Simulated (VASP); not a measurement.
# NaI (Fm-3m) in VASP: a series of runs, part 2 of 2

VASP 6.6.1. The steps go on from the part before.

## (3) Single point, r2SCAN

Input file POSCAR:

```
NaI
1.0
    0.0000000000      3.2364000000      3.2364000000
    3.2364000000      0.0000000000      3.2364000000
    3.2364000000      3.2364000000      0.0000000000
Na I
1 1
Direct
    0.0000000000      0.0000000000      0.0000000000
    0.5000000000      0.5000000000      0.5000000000
```

Input file INCAR.step1:

```
SYSTEM = NaI
PREC = Accurate
ENCUT = 550
ISMEAR = 0
SIGMA = 0.01
LREAL = .FALSE.
LASPH = .TRUE.
NELM = 120
NBANDS = 14
GGA = PE
ALGO = Normal
EDIFF = 1E-5
LWAVE = .TRUE.
LCHARG = .FALSE.
GGA_COMPAT = .FALSE.
```

Input file INCAR.step2:

```
SYSTEM = NaI
PREC = Accurate
ENCUT = 550
EDIFF = 1E-6
ISMEAR = 0
SIGMA = 0.01
LREAL = .FALSE.
LASPH = .TRUE.
NELM = 120
ALGO = Normal
ISIF = 2
LWAVE = .FALSE.
LCHARG = .FALSE.
METAGGA = R2SCAN
LMIXTAU = .TRUE.
NBANDS = 14
ISTART = 1
GGA_COMPAT = .FALSE.
```

Input file KPOINTS:

```
Automatic mesh
0
G
  5 5 5
  0 0 0
```

Potentials or basis: VASP PAW PBE potentials, release 64 (Na_pv, I).

The run is started by

```
$ cat potpaw_PBE.64/Na_pv/POTCAR potpaw_PBE.64/I/POTCAR > POTCAR
$ cp INCAR.step1 INCAR
$ mpirun -np 1 vasp_std > vasp.out
$ cp INCAR.step2 INCAR
$ mpirun -np 1 vasp_std > vasp.out
```

OUTCAR:

```text
SYSTEM = NaI
   PREC = Accurate
   ENCUT = 550
   EDIFF = 1E-6
   ISMEAR = 0
   LREAL = .FALSE.
   LASPH = .TRUE.
   NELM = 120
   ISIF = 2
   METAGGA = R2SCAN
   ISTART = 1

 ion  position               nearest neighbor table
   1  0.000  0.000  0.000-
   2  0.500  0.500  0.500-

  LATTYP: Found a face centered cubic cell.
 ALAT       =     6.4728000000

  Lattice vectors:

 A1 = (   0.0000000000,   3.2364000000,   3.2364000000)
 A2 = (   3.2364000000,   0.0000000000,   3.2364000000)
 A3 = (   3.2364000000,   3.2364000000,   0.0000000000)

Analysis of symmetry for initial positions (statically):
=====================================================================
 Subroutine PRICEL returns:
 Original cell was already a primitive cell.

 Routine SETGRP: Setting up the symmetry group for a
 face centered cubic supercell.

 Subroutine GETGRP returns: Found 48 space group operations
 (whereof 48 operations were pure point group operations)
 out of a pool of 48 trial point group operations.

The static configuration has the point symmetry O_h .

Analysis of symmetry for dynamics (positions and initial velocities):
=====================================================================
 Subroutine PRICEL returns:
 Original cell was already a primitive cell.

 Routine SETGRP: Setting up the symmetry group for a
 face centered cubic supercell.

 Subroutine GETGRP returns: Found 48 space group operations
 (whereof 48 operations were pure point group operations)
 out of a pool of 48 trial point group operations.

The dynamic configuration has the point symmetry O_h .

 Subroutine INISYM returns: Found 48 space group operations
 (whereof 48 operations are pure point group operations),
 and found     1 'primitive' translations

[... 105 lines left out ...]
   LHFCALC =     F    Hartree Fock is set to
   AEXX    =    0.0000 exact exchange contribution
   IVDW    =     0    specifies the selected vdW correction
   LEPSILON=     F    determine dielectric tensor
   LRPA    =     F    only Hartree local field effects (RPA)
 non-spin polarized calculation
 Gauss-broadening in eV      SIGMA  =   0.01
  energy-cutoff  :      550.00
  volume of cell :       67.80
 maximum number of plane-waves:      1996
   NGX = 17   NGY = 17   NGZ = 17

 number of electron      13.9999993 magnetization

 Free energy of the ion-electron system (eV)
  ---------------------------------------------------
  ext. energy  EPLUGINS =         0.00000000
  ---------------------------------------------------
  free energy    TOTEN  =       -31.08580403 eV

  energy without entropy =      -31.08580403  energy(sigma->0) =      -31.08580403

 E-fermi :   0.6068     XC(G=0):  -8.0683

 val. band max:        0.4806133942   @ k =   0.0000   0.0000   0.0000
 cond. band min:       4.9190999379   @ k =   0.0000   0.0000   0.0000
 fundamental gap:      4.4384865437
 Fermi energy:         0.6067579983

 k-point     1 :       0.0000    0.0000    0.0000
  band No.  band energies     occupation
      1     -22.7714      2.00000
      2     -22.7714      2.00000
      3     -22.7714      2.00000
      4     -10.8647      2.00000
      5       0.4806      2.00000
      6       0.4806      2.00000
      7       0.4806      2.00000
      8       4.9191      0.00000
      9       8.9550      0.00000
     10       8.9550      0.00000
     11       8.9550      0.00000
     12      10.8069      0.00000
     13      10.8069      0.00000
     14      11.5954      0.00000
[... 139 lines left out ...]
      1     -22.7747      2.00000
      2     -22.7736      2.00000
      3     -22.7726      2.00000
      4     -10.4650      2.00000
      5      -1.1890      2.00000
      6      -0.6886      2.00000
      7      -0.2373      2.00000
      8       7.0619      0.00000
      9       7.9548      0.00000
     10       8.3654      0.00000
     11      10.1625      0.00000
     12      12.2165      0.00000
     13      12.6713      0.00000
     14      14.9363      0.00000

------------------------ aborting loop because EDIFF is reached ----------------------------------------

  FORCE on cell =-STRESS in cart. coord.  units (eV):
  Direction    XX          YY          ZZ          XY          YZ          ZX
  --------------------------------------------------------------------------------------
  -------------------------------------------------------------------------------------
  Total       -0.0719149     -0.0719149     -0.0719149      0.0000000     -0.0000000      0.0000000
  in kB       -1.6994672     -1.6994672     -1.6994672      0.0000000     -0.0000000      0.0000000
  external PRESSURE =      -1.6994672 kB  Pullay stress =       0.0000000 kB

 VOLUME and BASIS-vectors are now :
 -----------------------------------------------------------------------------
  energy-cutoff  :      550.00
  volume of cell :       67.80
      direct lattice vectors                 reciprocal lattice vectors
     0.000000000  3.236400000  3.236400000    -0.154492646  0.154492646  0.154492646
     3.236400000  0.000000000  3.236400000     0.154492646 -0.154492646  0.154492646
     3.236400000  3.236400000  0.000000000     0.154492646  0.154492646 -0.154492646

 POSITION                                       TOTAL-FORCE (eV/Angst)
 -----------------------------------------------------------------------------------
      0.00000      0.00000      0.00000        -0.000000      0.000000     -0.000000
      3.23640      3.23640      3.23640         0.000000     -0.000000      0.000000
 -----------------------------------------------------------------------------------
    total drift:                                0.000000      0.000000      0.000000

  FREE ENERGIE OF THE ION-ELECTRON SYSTEM (eV)
  ---------------------------------------------------
  free  energy   TOTEN  =       -31.0858040342 eV

  energy  without entropy=      -31.0858040342  energy(sigma->0) =      -31.08580403
```

OUTCAR.step1:

```text
SYSTEM = NaI
   PREC = Accurate
   ENCUT = 550
   ISMEAR = 0
   LREAL = .FALSE.
   LASPH = .TRUE.
[... 374 lines left out ...]
      0.00000      0.00000      0.00000        -0.000000      0.000000      0.000000
      3.23640      3.23640      3.23640         0.000000     -0.000000     -0.000000
 -----------------------------------------------------------------------------------
    total drift:                                0.000000      0.000000      0.000000

  FREE ENERGIE OF THE ION-ELECTRON SYSTEM (eV)
  ---------------------------------------------------
  free  energy   TOTEN  =        -5.3842413479 eV

  energy  without entropy=       -5.3842413479  energy(sigma->0) =       -5.38424135
```

Wall time 66 s (1 thread of AMD EPYC 9R14 (Zen 4), shared host); peak memory 0.19 GiB.

What came out:

| Quantity | Value |
| --- | --- |
| Free energy | -31.0858 eV |
| Pressure | -0.2 GPa |
| Band gap on the k mesh | 4.44 eV |

Caveat: the PAW data sets were made with another functional, which shifts forces and pressure a little; spin-orbit coupling is left out, which moves the levels of the heavy elements. r2SCAN opens gaps a little over a GGA but as a rule still falls short of measured ones.
